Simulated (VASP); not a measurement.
Here is a VASP 6.6.1 calculation.

The input INCAR:

```
PREC = Accurate
ENCUT = 520
EDIFF = 1E-6
ISMEAR = 0
SIGMA = 0.1
LREAL = False
LASPH = True
NELM = 150
ALGO = Fast
ISIF = 2
LWAVE = False
LCHARG = False
ISPIN = 2
MAGMOM = 4
LORBIT = 11
LMAXMIX = 4
GGA = PE
NBANDS = 14
```

The input KPOINTS:

```
regular mesh
0
Gamma
  4 4 4
```

POSCAR

```
Fe
1.0
   -1.4315177495      1.4315177495      1.4315177495
    1.4315177495     -1.4315177495      1.4315177495
    1.4315177495      1.4315177495     -1.4315177495
Fe
1
Direct
    0.0000000000      0.0000000000      0.0000000000
```

Potentials or basis: VASP PAW PBE potentials, release 64 (Fe).

Launch:

```console
$ cat potpaw_PBE.64/Fe/POTCAR > POTCAR
$ mpirun -np 1 vasp_std > vasp.out
```

What does it give for the site moments?

Fe +2.00 μB.

What does it give for the pressure?

-10.1 GPa.

Predict the band gap on the k mesh.

zero (filled and empty bands overlap).

Estimate the net moment.

2.00 μB per cell.

Caveat: the k points lie up to 0.78 Å⁻¹ apart.
